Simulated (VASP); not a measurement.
Input of a VASP 6.6.1 run:

File INCAR:

```
PREC = Accurate
ENCUT = 520
EDIFF = 1E-6
ISMEAR = 0
SIGMA = 0.1
LREAL = False
LASPH = True
NELM = 60
ALGO = Fast
ISIF = 2
LWAVE = False
LCHARG = True
GGA = PE
LVHAR = True
NBANDS = 42
KPAR = 4
```

File KPOINTS:

```
Automatic mesh
0
Gamma
  12 12 8
```

POSCAR

```
Sn3O4
1.0
    7.3740277831     -1.6272509895     -0.2903626878
    7.3740277831      1.6272509895     -0.2903626878
   -0.5333527389      0.0000000000      5.7077143555
Sn O
3 4
Direct
    0.7513434956      0.7513434956      0.2540432491
    0.2486565044      0.2486565044      0.7459567509
    0.0000000000      0.0000000000      0.0000000000
    0.1778970799      0.1778970799      0.0578275163
    0.8221029201      0.8221029201      0.9421724837
    0.6806075052      0.6806075052      0.5605700211
    0.3193924948      0.3193924948      0.4394299789
```

Potentials or basis: VASP PAW PBE potentials, release 64 (Sn_d, O).

Command:

```bash
$ cat potpaw_PBE.64/Sn_d/POTCAR potpaw_PBE.64/O/POTCAR > POTCAR
$ mpirun -np 4 vasp_std > vasp.out
```

Q: What does it give for the band gap on the k mesh?

A: Zero (bands 33 and 34 overlap by 0.90 eV).

Q: Estimate the largest force.

A: 0.055 eV/Å.

Q: Estimate the pressure.

A: 0.3 GPa.

Forces in eV/Å, atoms in the order of the input:
```
Sn  -0.002  0.000 -0.006
Sn   0.002  0.000  0.006
Sn   0.000  0.000  0.000
O   -0.047  0.000 -0.008
O    0.047  0.000  0.008
O   -0.054  0.000 -0.009
O    0.054  0.000  0.009
```

Caveat: spin-orbit coupling is left out, which moves the levels of the heavy elements.
